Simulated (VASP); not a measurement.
The system is Li.

```
Li
1.0
     3.13000    0.00000    0.00000
    -1.56500    2.71066    0.00000
     0.00000    0.00000    5.11129
Li
2
Direct
  0.33333 0.66667 0.25000
  0.66667 0.33333 0.75000
```

| Item | Value |
| --- | --- |
| Program | VASP 6.6.1 |
| Task | relaxation of cell and atoms |
| Functional | PBE |
| Potentials or basis | VASP PAW PBE potentials, release 64 (Li_sv) |
| Cutoff | 750 eV |
| k mesh | 8 × 8 × 4 |
| Occupations | methfessel-paxton, width 0.1 eV |
| Spin | no spin polarisation |

At the start: pressure -0.9 GPa; volume 21.68 Å³/atom.

Where does the relaxation end?

Over 3 steps the energy falls by 5.2 meV/atom and the volume is 20.28 Å³/atom (-6.5 %); space group P6_3/mmc (No. 194, to 0.05 Å).

Step by step:
```tsv
step	energy change (eV)	largest force (eV/Å)	pressure (GPa)	volume (Å³)
1	0.0000	0.0000	-0.93	43.37
2	-0.0045	0.0000	-0.72	42.58
3	-0.0104	0.0000	-0.09	40.56
```

Final structure:
```
Li
1.0
     3.07701    0.00000    0.00000
    -1.53850    2.66477    0.00000
     0.00000    0.00000    4.94625
Li
2
Direct
  0.33333 0.66667 0.25000
  0.66667 0.33333 0.75000
```
